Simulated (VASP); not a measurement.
A run of VASP 6.6.1 is set up as follows.

File INCAR:

```
SYSTEM = Sn
PREC = Accurate
ENCUT = 520
EDIFF = 1E-6
ISMEAR = -1
SIGMA = 0.1
LREAL = .False.
LASPH = .True.
NELM = 100
ALGO = Normal
ISIF = 2
LWAVE = .False.
LCHARG = .True.
LELF = .True.
LVHAR = .True.
NBANDS = 21
```

The input KPOINTS:

```
Automatic mesh
0
Gamma
  11 11 11
  0 0 0
```

POSCAR

```
Sn
1.0
    0.0000000000      2.9337997962      2.9337997962
    2.9337997962      0.0000000000      2.9337997962
    2.9337997962      2.9337997962      0.0000000000
Sn
2
Direct
   -0.1250000000     -0.1250000000     -0.1250000000
    0.1250000000      0.1250000000      0.1250000000
```

Potentials or basis: VASP PAW LDA potentials, release 64 (Sn_d).

The run is started by

```bash
$ cat potpaw_LDA.64/Sn_d/POTCAR > POTCAR
$ mpirun -np 1 vasp_std > vasp.out
```

Q: Predict the pressure.

A: 27.3 GPa.

Caveat: the cell stands under pressure.
